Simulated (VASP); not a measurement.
Wanted: the native input for a VASP 6.6.1 run.

* Task: single point
* Functional: PBEsol
* Potentials or basis: VASP PAW PBE potentials, release 64 (Si, W_sv)
* Cutoff: 500 eV
* k mesh: 6 × 6 × 6
* Occupations: methfessel-paxton, width 0.3 eV
* Spin: no spin polarisation
* Dipole correction: no
* Further INCAR settings: ALGO = Normal; EDIFF = 1e-06; NBANDS = 18

The structure of Si2W lies in POSCAR:

```
Si2W
1.0
    4.5267080000      0.0000000000      0.0000000000
    2.2450260507      3.9307687987      0.0000000000
   -3.3858670749     -1.9653844281      2.2724993990
Si W
2 1
Direct
    0.3347000000      0.3347000000      0.0000000000
    0.6653000000      0.6653000000      0.0000000000
    0.0000000000      0.0000000000      0.0000000000
```

One way to write it, as run:

INCAR

```
SYSTEM = Si2W
ALGO = Normal ; EDIFF = 1E-6
ENCUT = 500 ; GGA = PS
GGA_COMPAT = .FALSE. ; ISIF = 2
ISMEAR = 1 ; LASPH = .TRUE.
LCHARG = .FALSE. ; LREAL = .FALSE.
LWAVE = .FALSE. ; NBANDS = 18
NELM = 120 ; PREC = Accurate
SIGMA = 0.3
```

KPOINTS

```
k-points
0
G
  6 6 6
  0 0 0
```

Potentials or basis: VASP PAW PBE potentials, release 64 (Si, W_sv).

The run is started by

```bash
$ cat potpaw_PBE.64/Si/POTCAR potpaw_PBE.64/W_sv/POTCAR > POTCAR
$ mpirun -np 1 vasp_std > vasp.out
```

It gave:

```
Pressure               : -1.8 GPa
Largest force          : 0.016 eV/Å
Band gap on the k mesh : zero (bands 11 and 12 overlap by 1.25 eV)
```

Caveat: so wide a smearing shifts energies and pressures; the PAW data sets were made with another functional, which shifts forces and pressure a little; spin-orbit coupling is left out, which moves the levels of the heavy elements.

Wall time 43 s on 1 thread of Intel Xeon 8259CL (shared host), peak memory 0.21 GiB.
